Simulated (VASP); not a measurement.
Write the native input for VASP 6.6.1 that does the following.

* Task: single point
* Functional: PBE
* Potentials or basis: VASP PAW PBE potentials, release 64 (Zr_sv, Si, Ru_pv)
* Cutoff: 520 eV
* k mesh: 6 × 6 × 4
* Occupations: gaussian, width 0.1 eV
* Spin: no spin polarisation
* Dipole correction: no
* Further INCAR settings: ALGO = Fast; EDIFF = 1e-06; NBANDS = 45

The structure of ZrSiRu4 lies in POSCAR:

```
ZrSiRu4
1.0
    3.4578733800      0.0000000000      0.0000000000
   -1.7289366900      2.9946061900      0.0000000000
    0.0000000000      0.0000000000      7.0292136400
Zr Si Ru
1 1 4
Direct
    0.0000000000      0.0000000000      0.5000000000
    0.0000000000      0.0000000000      0.0000000000
    0.3333333300      0.6666666700      0.7595900300
    0.3333333300      0.6666666700      0.2404099700
    0.6666666700      0.3333333300      0.7595900300
    0.6666666700      0.3333333300      0.2404099700
```

The cell was generated, and may not be a known phase.

These files were run (other wordings do the same):

INCAR

```
SYSTEM = ZrSiRu4
PREC = Accurate
ENCUT = 520
EDIFF = 1E-6
ISMEAR = 0
SIGMA = 0.1
LREAL = .FALSE.
LASPH = .TRUE.
NELM = 100
ALGO = Fast
ISIF = 2
LWAVE = .FALSE.
LCHARG = .FALSE.
GGA = PE
NBANDS = 45
```

KPOINTS

```
regular mesh
0
G
  6 6 4
  0 0 0
```

Potentials or basis: VASP PAW PBE potentials, release 64 (Zr_sv, Si, Ru_pv).

Command:

```console
$ cat potpaw_PBE.64/Zr_sv/POTCAR potpaw_PBE.64/Si/POTCAR potpaw_PBE.64/Ru_pv/POTCAR > POTCAR
$ mpirun -np 1 vasp_std > vasp.out
```

Results of the run:

```yaml
Pressure: 181.2 GPa
Largest_force: 2.052 eV/Å
Band_gap_on_the_k_mesh: zero (bands 36 and 37 overlap by 2.10 eV)
```

Caveat: atoms lie so close that the PAW spheres overlap strongly, which falsifies energies and pressures; the stress differs along the axes, from 61 to 241 GPa; forces of over 1 eV/Å act on the atoms, so gaps and moduli don't describe the material at rest.

Run time: 76 s on 1 thread of AMD EPYC 9R45 96-Core Processor (Zen 5), with other jobs on the host, peak memory 0.2 GiB.
